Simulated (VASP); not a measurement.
Here is a VASP 6.6.1 calculation.

The input INCAR:

```
ALGO     = Normal         # electronic algorithm
EDIFF    = 1E-7           # SCF threshold, eV
ENCUT    = 520            # plane-wave cutoff, eV
ISIF     = 2              # what is computed and relaxed
ISMEAR   = 0              # smearing method
LASPH    = True           # aspherical terms in the spheres
LCHARG   = False          # write CHGCAR
LREAL    = Auto         
LWAVE    = False          # write WAVECAR
NBANDS   = 72             # bands
NELM     = 60             # most SCF steps
PREC     = Accurate       # precision mode
SIGMA    = 0.1            # smearing width, eV
```

The input KPOINTS:

```
k-points
0
Gamma
  2 2 2
```

POSCAR

```
Al
1.0
    8.1000000000      0.0000000000      0.0000000000
    0.0000000000      8.1000000000      0.0000000000
    0.0000000000      0.0000000000      8.1000000000
Al
33
Direct
    0.4972589097     -0.0028956163      0.0029668548
    0.7497500059      0.2498809991     -0.0024343499
    0.7507363619      0.0151747323      0.2501814190
    0.0023207892     -0.0021634699      0.0022153586
    0.2503072382      0.2502360725     -0.0152317032
    0.4975332837      0.5026286638      0.0026833506
    0.7507358170      0.7500936727     -0.0152282048
    0.2496353729      0.0602618709      0.2497900400
    0.5152589851      0.2502343176      0.2501385618
    0.7507595248      0.4847567268      0.2501827797
    0.4968388456     -0.0033162452      0.4967338098
    0.7497329219      0.2498651184      0.5024759397
    0.7497547967      0.0024537252      0.7498535694
    0.0020841894      0.5019390797      0.0019864570
    0.2496150124      0.7498337738     -0.0586675737
   -0.0151945263      0.2502205212      0.2501131592
    0.2496405869      0.4410125284      0.2497960202
    0.5614682638      0.7498046540      0.2497611462
    0.0027075787     -0.0025310279      0.4975212655
    0.2503183122      0.2502381531      0.5152254170
    0.4971362493      0.5030323651      0.4970331764
    0.7507239003      0.7500975544      0.5151906466
    0.2503550221      0.0151962188      0.7503740422
    0.5025217281      0.2498432686      0.7498162920
    0.7497699630      0.4975310943      0.7498645606
   -0.0577466571      0.7498304602      0.2497741281
    0.0024416870      0.5022829525      0.4977723593
    0.2496164081      0.7498226691      0.5605736450
   -0.0023522252      0.2498778146      0.7498469470
    0.2503591058      0.4847482572      0.7503813043
    0.5152410967      0.7500788307      0.7503622165
   -0.0152044197      0.7500621310      0.7503488511
    0.2524458821      0.7508487235      0.2512600639
```

Potentials or basis: VASP PAW LDA potentials, release 64 (Al).

Launch:

```bash
$ cat potpaw_LDA.64/Al/POTCAR > POTCAR
$ mpirun -np 1 vasp_std > vasp.out
```

Q: Estimate the band gap on the k mesh.

A: Zero (an odd number of electrons rules out a gap without spin polarisation).

Q: Predict the largest force.

A: 0.012 eV/Å.

Q: Estimate the pressure.

A: 1.1 GPa.

Forces on the atoms (eV/Å):
```
Al   0.006  0.002  0.003
Al   0.003  0.000 -0.009
Al  -0.007 -0.003 -0.003
Al   0.002  0.005  0.000
Al  -0.003 -0.003  0.004
Al   0.007  0.001  0.001
Al  -0.006 -0.002  0.002
Al   0.000 -0.003  0.000
Al  -0.004 -0.003 -0.002
Al  -0.007  0.003 -0.003
Al   0.005  0.002  0.002
Al   0.004  0.001  0.010
Al   0.003  0.010  0.001
Al   0.001 -0.002 -0.001
Al   0.001  0.001  0.001
Al   0.003 -0.002 -0.001
Al   0.000  0.002  0.000
Al   0.000  0.000  0.000
Al   0.003  0.004  0.004
Al  -0.004 -0.003 -0.004
Al   0.005  0.002  0.003
Al  -0.006 -0.002 -0.002
Al  -0.004 -0.004 -0.004
Al   0.012  0.001  0.002
Al   0.002 -0.008  0.001
Al  -0.003  0.000  0.001
Al   0.002 -0.001  0.006
Al   0.001  0.000 -0.004
Al  -0.008  0.001  0.002
Al  -0.004  0.004 -0.004
Al  -0.004 -0.001 -0.004
Al   0.003 -0.001 -0.003
Al  -0.003 -0.001  0.000
```

Caveat: the k points lie up to 0.39 Å⁻¹ apart, too coarse for converged energies and pressures of a metal.
